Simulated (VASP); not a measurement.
PbS: electric field gradients with PBE

The system is PbS.

```xyz
2
Lattice="0.0000 2.9057 2.9650 2.9057 0.0000 2.9650 2.9057 2.9057 0.0000" Properties=species:S:1:pos:R:3 pbc="T T T"
Pb    0.0000    0.0000    0.0000
S     2.9057    2.9057    2.9650
```

This cell differs from its parent crystal: equal xx and yy strain of -2 %.

* Program: VASP 6.6.1
* Task: electric field gradients
* Functional: PBE
* Potentials or basis: VASP PAW PBE potentials, release 64 (Pb_d, S)
* Cutoff: 520 eV
* k mesh: 8 × 8 × 8
* Occupations: fermi-dirac, width 0.01 eV
* Spin: no spin polarisation
* Dipole correction: no
* Further INCAR settings: ALGO = Normal; EDIFF = 1e-08; NBANDS = 17

The pressure is 5.0 GPa and the band gap on the k mesh is 0.19 eV, direct.

Stress tensor (GPa, compression positive):
```
6.05 0.00 0.00
0.00 6.05 0.00
0.00 0.00 2.97
```

Levels at points of the mesh, in eV from the valence-band top:
```csv
k point,band 7,band 8,band 9,band 10,band 11,band 12,band 13,band 14
"(0.00, 0.00, 0.00)",-6.02,-2.50,-2.50,-2.34,4.96,5.44,5.44,6.48
"(0.50, 0.00, 0.00)",-9.17,-2.05,-2.00,0.00,0.19,1.75,1.87,8.65
"(0.50, 0.50, 0.00)",-7.25,-5.60,-3.75,-3.75,3.67,5.50,5.87,5.87
"(0.50, 0.00, 0.50)",-7.36,-5.64,-3.90,-3.69,3.59,5.52,5.73,5.97
```

Electric field gradients, principal values (V/Å²):
```
atom    least   middle  greatest (by size)
1 Pb  -30.733  -30.735              61.469
 2 S   -1.325   -1.326               2.651
```

It took 38 s on 1 thread of Intel(R) Xeon(R) Platinum 8259CL CPU @ 2.50GHz (Skylake/Cascade Lake) (shared host), peak memory 0.2 GiB.

Caveat: the cell differs from its parent crystal (equal xx and yy strain of -2 %); without QUAD_EFG the Cq values of the log hold for a quadrupole moment of 1 mb, not for the nuclei; spin-orbit coupling is left out, which moves the levels of the heavy elements. A k mesh can miss the band edges.
